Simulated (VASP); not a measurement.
HfH3Cl:

```
Hf H Cl
1.0
     3.65000    0.00000    0.00000
    -1.82500    3.16099    0.00000
     0.00000    0.00000   11.00000
Hf H Cl
2 6 2
Direct
  0.33333 0.66667 0.12300
  0.66667 0.33333 0.87700
  0.33333 0.66667 0.94500
  0.33333 0.66667 0.78000
  0.00000 0.00000 0.82500
  0.66667 0.33333 0.05500
  0.66667 0.33333 0.22000
  0.00000 0.00000 0.17500
  0.33333 0.66667 0.35000
  0.66667 0.33333 0.65000
```

```yaml
Program: VASP 6.6.1
Task: relaxation of cell and atoms
Functional: PBE
Potentials_or_basis: VASP PAW PBE potentials, release 64 (Hf_pv, H, Cl)
Cutoff: 600 eV
k_mesh: 4 × 4 × 1
Occupations: gaussian, width 0.15 eV
Spin: no spin polarisation
```

At the start: pressure -8.6 GPa; volume 12.69 Å³/atom.

Q: Where does the relaxation end?

A: Over 25 steps the energy falls by 214.6 meV/atom and the volume is 11.28 Å³/atom (-11.1 %); space group P-3m1 (No. 164, to 0.05 Å).

Step by step:
```tsv
step	energy change (eV)	largest force (eV/Å)	pressure (GPa)	volume (Å³)
1	0.0000	4.0067	-8.56	126.91
2	-1.5411	1.8620	1.51	114.78
3	-1.5458	2.0592	2.31	114.21
4	-1.8731	0.7538	0.39	112.57
5	-1.9105	0.5454	0.46	113.01
6	-1.9623	0.2825	0.98	113.34
7	-1.9855	0.4070	1.71	113.76
8	-2.0130	0.1938	-0.53	115.97
9	-2.0132	0.1945	-0.70	116.14
10	-2.0355	0.2103	-0.80	116.42
11	-2.0452	0.3728	-0.82	116.72
12	-2.0604	0.2220	-1.04	116.45
13	-2.0732	0.2403	-1.43	115.81
14	-2.0869	0.1944	-0.48	114.41
15	-2.0912	0.1750	0.53	113.01
16	-2.1024	0.1568	0.37	112.88
17	-2.1077	0.2802	0.16	112.70
18	-2.1153	0.1754	0.33	112.68
19	-2.1220	0.2722	0.70	112.65
20	-2.1295	0.2089	0.22	113.09
21	-2.1366	0.1059	-0.89	114.14
22	-2.1418	0.0983	-0.55	113.71
23	-2.1430	0.1283	-0.25	113.36
24	-2.1455	0.0906	-0.16	112.74
25	-2.1456	0.0683	-0.17	112.83
```

Final structure:
```cif
data_structure
_symmetry_space_group_name_H-M 'P 1'
_symmetry_Int_Tables_number 1
_cell_length_a 3.4498
_cell_length_b 3.4498
_cell_length_c 10.9475
_cell_angle_alpha 90.000
_cell_angle_beta 90.000
_cell_angle_gamma 120.000
_cell_volume 112.83
loop_
_atom_site_label
_atom_site_type_symbol
_atom_site_fract_x
_atom_site_fract_y
_atom_site_fract_z
_atom_site_occupancy
Hf1 Hf 0.33333 0.66667 0.15355 1
Hf2 Hf 0.66667 0.33333 0.84645 1
H1 H 0.33333 0.66667 0.95783 1
H2 H 0.33333 0.66667 0.78688 1
H3 H 0.00000 0.00000 0.86327 1
H4 H 0.66667 0.33333 0.04217 1
H5 H 0.66667 0.33333 0.21312 1
H6 H 0.00000 0.00000 0.13673 1
Cl1 Cl 0.33333 0.66667 0.36631 1
Cl2 Cl 0.66667 0.33333 0.63369 1
```

Caveat: the k points lie up to 0.57 Å⁻¹ apart in the final cell; this functional lacks dispersion, which binds the layers, so the pressure and a relaxed spacing across them are unreliable; the relaxation stopped at a loose force limit of 0.08 eV/Å, so its end isn't a converged minimum.
